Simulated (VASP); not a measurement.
The system is MgS.

```
Mg S
1.0
     0.00000    2.71755    2.60152
     2.71755    0.00000    2.60152
     2.71755    2.71755    0.00000
Mg S
1 1
Direct
  0.00000 0.00000 0.00000
  0.50000 0.50000 0.50000
```

This cell differs from its parent crystal: biaxial xy strain +4.5%.

Base run:

| Quantity | Value |
| --- | --- |
| Program | VASP 6.6.1 |
| Functional | r2SCAN |
| Potentials or basis | VASP PAW PBE potentials, release 64 (Mg, S) |
| Cutoff | 520 eV |
| k mesh | 8 × 8 × 8 |
| Occupations | gaussian, width 0.01 eV |
| Spin | no spin polarisation |

Its results: band gap on the k mesh 3.06 eV, indirect (least direct gap 3.86 eV); pressure -6.0 GPa.

Q: The run is repeated on the same cell with these changes: functional from r2SCAN to PBE; occupations from gaussian, width 0.01 eV to fermi-dirac, width 0.02 eV. What comes out?

A: Band gap on the k mesh 2.41 eV, indirect (least direct gap 3.00 eV); pressure -4.6 GPa.

Caveats: the PAW data sets were made with another functional, which shifts forces and pressure a little (some runs).

A k mesh can miss the band edges.
